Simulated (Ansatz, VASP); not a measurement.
## Two plane-wave programs on BaTe

INCAR

```
PREC = Accurate ; ENCUT = 520
EDIFF = 1E-7 ; ISMEAR = 0
SIGMA = 0.05 ; LREAL = F
LASPH = T ; NELM = 80
ALGO = Normal ; ISIF = 2
LWAVE = F ; LCHARG = T
GGA = CA ; LELF = T
LVHAR = T ; NBANDS = 15
```

The input KPOINTS:

```
regular mesh
0
Gamma
  6 6 6
```

The input POSCAR:

```
BaTe
1.0
    4.1559043500      0.0000000000      0.0000000000
    0.0000000000      4.1559043500      0.0000000000
    0.0000000000      0.0000000000      4.4755893000
Ba Te
1 1
Direct
    0.0000000000      0.0000000000      0.0000000000
    0.5000000000      0.5000000000      0.5000000000
```

Input for Ansatz:

```yaml
crystal:
  lattice:
    - [4.15590435, 0.0, 0.0]
    - [0.0, 4.15590435, 0.0]
    - [0.0, 0.0, 4.4755893]
  atoms:
    - { symbol: Ba, position: [0.0, 0.0, 0.0] }
    - { symbol: Te, position: [0.5, 0.5, 0.5] }
basis:
  ecutwfc: 420
kpoints:
  mp_grid: { grid: [6, 6, 6] }
hamiltonian:
  xc: lda
scf:
  occupations: { method: gaussian, width: 0.05 }
output:
  forces: true
  stress: true
  eigenvalues: true
```

Change from the starting cell: strain -0.025 along x and y, +0.050 along z, atoms carried along.

Alike in both runs: task single point; functional LDA; k mesh 6 × 6 × 6; occupations gaussian, width 0.05 eV; no spin polarisation.

|  | VASP | Ansatz |
| --- | --- | --- |
| version | VASP 6.6.1 | Ansatz 0.2.0 |
| potentials or method | VASP PAW LDA potentials, release 64 (Ba_sv, Te), cutoff 520 eV | scalar-relativistic, plane waves, PAW |
| valence electrons in the cell | 16 | 26 |

Ansatz gave:

| Item | Value |
| --- | --- |
| gap on the k mesh at the Fermi level (eV) | 0.42 |
| least direct gap on the mesh (eV) | 0.60 |
| pressure (GPa) | -3.3 |
| traceless stress, the component that is largest in VASP (GPa) | -3.48 |

Estimate VASP's values.

gap on the k mesh at the Fermi level (eV): 0.32; least direct gap on the mesh (eV): 0.50; pressure (GPa): -2.8; traceless stress, the component that is largest in VASP (GPa): -3.48.

LDA's correlation is that of Perdew and Zunger in VASP and of Perdew and Wang (1992) in Ansatz. VASP's potentials hold 16 valence electrons a cell and Ansatz's 26, so a difference there can come from the potentials and not from the codes.

Neither program's run includes spin-orbit coupling.
